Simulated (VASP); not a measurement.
Write the native input for VASP 6.6.1 that does the following.

```yaml
Task: single point
Functional: PBE
Potentials_or_basis: VASP PAW PBE potentials, release 64 (In_d, Sb)
Cutoff: 520 eV
k_mesh: 16 × 16 × 8
Occupations: gaussian, width 0.15 eV
Spin: no spin polarisation
Dipole_correction: no
Further_INCAR_settings: ALGO = Normal; EDIFF = 1e-06; NBANDS = 16
```

The structure of InSb lies in POSCAR:

```
InSb
1.0
    2.9843563200      0.0000000000      0.0000000000
    0.0000000000      2.9843563200      0.0000000000
    0.0000000000      0.0000000000      6.1222379500
In Sb
1 1
Direct
    0.0000000000      0.0000000000      0.0000000000
    0.0000000000      0.0000000000      0.5000000000
```

This cell differs from its parent crystal: strain -0.030 along x and y, -0.015 along z.

One way to write it, as run:

INCAR

```
SYSTEM = InSb
ALGO     = Normal         ! electronic algorithm
EDIFF    = 1E-6           ! SCF threshold, eV
ENCUT    = 520            ! plane-wave cutoff, eV
GGA      = PE             ! functional
ISIF     = 2              ! what is computed and relaxed
ISMEAR   = 0              ! smearing method
LASPH    = .True.         ! aspherical terms in the spheres
LCHARG   = .False.        ! write CHGCAR
LREAL    = .False.        ! projectors in reciprocal space
LWAVE    = .False.        ! write WAVECAR
NBANDS   = 16             ! bands
NELM     = 100            ! most SCF steps
PREC     = Accurate       ! precision mode
SIGMA    = 0.15           ! smearing width, eV
```

KPOINTS

```
k-points
0
Gamma
  16 16 8
  0 0 0
```

Potentials or basis: VASP PAW PBE potentials, release 64 (In_d, Sb).

Command:

```bash
$ cat potpaw_PBE.64/In_d/POTCAR potpaw_PBE.64/Sb/POTCAR > POTCAR
$ mpirun -np 1 vasp_std > vasp.out
```

Results of the run:

```yaml
Pressure: 4.8 GPa
Band_gap_on_the_k_mesh: zero (band 9 reaches 12.22 eV, above the bottom of band 10 at 5.67 eV)
```

Caveat: the cell differs from its parent crystal (strain -0.030 along x and y, -0.015 along z); spin-orbit coupling is left out, which moves the levels of the heavy elements.

It took 120 s on 1 thread of Intel(R) Xeon(R) Platinum 8375C CPU @ 2.90GHz (Ice Lake), with other jobs on the host, peak memory 0.33 GiB.
